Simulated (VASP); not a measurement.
# Re (Im-3m) in VASP: a series of runs, part 2 of 2

VASP 6.6.1. The steps go on from the part before.

### 5 Single point, revPBE (16.42 Å³/atom)

This run uses another cell than the first one, of 16.42 Å³/atom.

Input file INCAR:

```
SYSTEM = Re
ALGO = Normal
EDIFF = 1E-7
ENCUT = 520
GGA = RE
ISIF = 2
ISMEAR = -1
LASPH = .TRUE.
LCHARG = .TRUE.
LELF = .TRUE.
LREAL = .FALSE.
LVHAR = .TRUE.
LWAVE = .FALSE.
NBANDS = 10
NELM = 80
PREC = Accurate
SIGMA = 0.1
```

Input file KPOINTS:

```
k-points
0
G
  16 16 16
  0 0 0
```

Input file POSCAR:

```
Re
1.0
   -1.6012666296      1.6012666296      1.6012666296
    1.6012666296     -1.6012666296      1.6012666296
    1.6012666296      1.6012666296     -1.6012666296
Re
1
Direct
    0.0000000000      0.0000000000      0.0000000000
```

Potentials or basis: VASP PAW PBE potentials, release 64 (Re).

Command:

```sh
$ cat potpaw_PBE.64/Re/POTCAR > POTCAR
$ mpirun -np 1 vasp_std > vasp.out
```

OUTCAR:

```text
SYSTEM = Re
   EDIFF = 1E-7
   ENCUT = 520
   GGA = RE
   ISIF = 2
   ISMEAR = -1
   LASPH = .TRUE.
   LREAL = .FALSE.
   NELM = 80
   PREC = Accurate

 ion  position               nearest neighbor table
   1  0.000  0.000  0.000-

  LATTYP: Found a body centered cubic cell.
 ALAT       =     3.2025332592

  Lattice vectors:

 A1 = (  -1.6012666296,   1.6012666296,   1.6012666296)
 A2 = (   1.6012666296,  -1.6012666296,   1.6012666296)
 A3 = (   1.6012666296,   1.6012666296,  -1.6012666296)

Analysis of symmetry for initial positions (statically):
=====================================================================
 Subroutine PRICEL returns:
 Original cell was already a primitive cell.

 Routine SETGRP: Setting up the symmetry group for a
 body centered cubic supercell.

 Subroutine GETGRP returns: Found 48 space group operations
 (whereof 48 operations were pure point group operations)
 out of a pool of 48 trial point group operations.

The static configuration has the point symmetry O_h .

[... 162 lines left out ...]
 fundamental gap:      0.0153720366
 Fermi energy:         7.4493298214

 k-point     1 :       0.0000    0.0000    0.0000
  band No.  band energies     occupation
      1      -2.4477      2.00000
      2       5.1147      2.00000
      3       5.1147      2.00000
      4       5.1147      2.00000
      5       8.1507      0.00180
      6       8.1507      0.00180
      7      22.7907      0.00000
      8      22.7907      0.00000
      9      22.7907      0.00000
     10      33.4553      0.00000
[... 287 lines left out ...]
 k-point    24 :       0.2500    0.1875    0.0000
  band No.  band energies     occupation
      1       1.5945      2.00000
      2       3.6110      2.00000
      3       4.3048      2.00000
      4       7.5829      0.41651
      5       8.7673      0.00000
      6      10.8269      0.00000
      7      18.4734      0.00000
      8      21.4133      0.00000
      9      23.5177      0.00000
     10      27.4554      0.00000

 [... further k-points ...]

------------------------ aborting loop because EDIFF is reached ----------------------------------------

  FORCE on cell =-STRESS in cart. coord.  units (eV):
  Direction    XX          YY          ZZ          XY          YZ          ZX
  --------------------------------------------------------------------------------------
  -------------------------------------------------------------------------------------
  Total       -2.3433278     -2.3433278     -2.3433278     -0.0000000      0.0000000     -0.0000000
  in kB     -228.6086633   -228.6086633   -228.6086633     -0.0000000      0.0000000     -0.0000000
  external PRESSURE =    -228.6086633 kB  Pullay stress =       0.0000000 kB

 VOLUME and BASIS-vectors are now :
 -----------------------------------------------------------------------------
  energy-cutoff  :      520.00
  volume of cell :       16.42
      direct lattice vectors                 reciprocal lattice vectors
    -1.601266630  1.601266630  1.601266630     0.000000000  0.312252807  0.312252807
     1.601266630 -1.601266630  1.601266630     0.312252807  0.000000000  0.312252807
     1.601266630  1.601266630 -1.601266630     0.312252807  0.312252807  0.000000000

 POSITION                                       TOTAL-FORCE (eV/Angst)
 -----------------------------------------------------------------------------------
      0.00000      0.00000      0.00000         0.000000     -0.000000      0.000000
 -----------------------------------------------------------------------------------
    total drift:                                0.000000     -0.000000     -0.000000

  FREE ENERGIE OF THE ION-ELECTRON SYSTEM (eV)
  ---------------------------------------------------
  free  energy   TOTEN  =       -11.5565973753 eV

  energy  without entropy=      -11.5176956314  energy(sigma->0) =      -11.53714650
```

OSZICAR:

```text
N       E                     dE             d eps       ncg     rms          rms(c)
DAV:   1     0.562830913946E+01    0.56283E+01   -0.33561E+03  4600   0.750E+02
DAV:   2    -0.119268080064E+02   -0.17555E+02   -0.16260E+02  4488   0.158E+02
DAV:   3    -0.123058468383E+02   -0.37904E+00   -0.37313E+00  4704   0.363E+01
DAV:   4    -0.123073830573E+02   -0.15362E-02   -0.15356E-02  4598   0.107E+00
DAV:   5    -0.123073858480E+02   -0.27906E-05   -0.27907E-05  4188   0.292E-02    0.230E+01
DAV:   6    -0.117335584356E+02    0.57383E+00   -0.59769E-01  4564   0.197E+01    0.827E+00
DAV:   7    -0.115621773649E+02    0.17138E+00   -0.39444E-01  4588   0.154E+01    0.118E+00
DAV:   8    -0.115567976890E+02    0.53797E-02   -0.41128E-03  4338   0.568E-01    0.191E-01
DAV:   9    -0.115565922873E+02    0.20540E-03   -0.45633E-04  4572   0.264E-01    0.288E-02
DAV:  10    -0.115565978562E+02   -0.55689E-05   -0.15184E-05  4446   0.273E-02    0.278E-03
DAV:  11    -0.115565977039E+02    0.15231E-06   -0.14144E-07  2942   0.928E-03    0.202E-03
DAV:  12    -0.115565973895E+02    0.31439E-06   -0.64764E-08  2176   0.826E-03    0.185E-04
DAV:  13    -0.115565973753E+02    0.14150E-07   -0.97967E-09  2020   0.166E-03
   1 F= -.11556597E+02 E0= -.11537147E+02  d E =-.389017E-01
```

Wall time 36 s (1 thread of Intel Xeon 8259CL, shared host); peak memory 0.16 GiB.

Results:

* Free energy: -11.5566 eV
* Pressure: -22.9 GPa
* Band gap on the k mesh: zero (an odd number of electrons rules out a gap without spin polarisation)

Caveat: the cell stands under tension; the PAW data sets were made with another functional, which shifts forces and pressure a little; spin-orbit coupling is left out, which moves the levels of the heavy elements.

### 6 Summary

| cell | gap on the mesh (eV) | pressure (GPa) |
| --- | --- | --- |
| a = 2.667 Å, angles 109.5°, 1 atom | none | 15.3 |
| a = 2.703 Å, angles 109.5°, 1 atom | none | -0.4 |
| a = 2.739 Å, angles 109.5°, 1 atom | none | -12.9 |
| a = 2.773 Å, angles 109.5°, 1 atom | none | -22.9 |

Alike in all rows: task single point; level revPBE; potentials or basis VASP PAW PBE potentials, release 64 (Re); no spin polarisation; k mesh 16 × 16 × 16; cutoff (eV) 520; smearing fermi-dirac 0.1 eV.

Caveats: the PAW data sets were made with another functional, which shifts forces and pressure a little; spin-orbit coupling is left out, which moves the levels of the heavy elements; the cell stands under tension (at least some runs); the cell stands under pressure (at least some runs).

Absolute energies hang on the potentials; compare differences alone.
